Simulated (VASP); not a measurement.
A run of VASP 6.6.1 is set up as follows.

INCAR

```
SYSTEM = Te2Mo
AGGAC = 1.0
AGGAX = 1.0
ALDAC = 0.0
ALDAX = 1.0
ALGO = Normal
EDIFF = 1E-6
ENCUT = 520
GGA = B5
ISIF = 2
ISMEAR = -1
LASPH = .True.
LCHARG = .False.
LREAL = .False.
LWAVE = .False.
NBANDS = 35
NELM = 60
PREC = Accurate
SIGMA = 0.05
```

KPOINTS

```
k-points
0
Gamma
  4 8 1
  0 0 0
```

Contents of POSCAR:

```
Te2Mo
1.0
    6.5014706862      0.0000000000     -0.0040723587
    0.0000000000      3.5980626253      0.0000000000
   -0.1107841192      0.0000000000     36.2224749880
Te Mo
4 2
Direct
    0.4270942443      0.7500000000      0.5411725604
    0.5729057557      0.2500000000      0.4588274396
    0.9198315635      0.2500000000      0.5571318723
    0.0801684365      0.7500000000      0.4428681277
    0.1808576016      0.2500000000      0.4973097438
    0.8191423984      0.7500000000      0.5026902562
```

Potentials or basis: VASP PAW PBE potentials, release 64 (Te, Mo_sv).

Run with:

```sh
$ cat potpaw_PBE.64/Te/POTCAR potpaw_PBE.64/Mo_sv/POTCAR > POTCAR
$ mpirun -np 1 vasp_std > vasp.out
```

(1) Predict the band gap on the k mesh.

(2) Estimate the largest force.

## Answers

(1) zero (bands 26 and 27 overlap by 0.04 eV).

(2) 0.056 eV/Å.

Caveat: there is no dipole correction, which matters where the two faces differ; the PAW data sets were made with another functional, which shifts forces and pressure a little; spin-orbit coupling is left out, which moves the levels of the heavy elements.
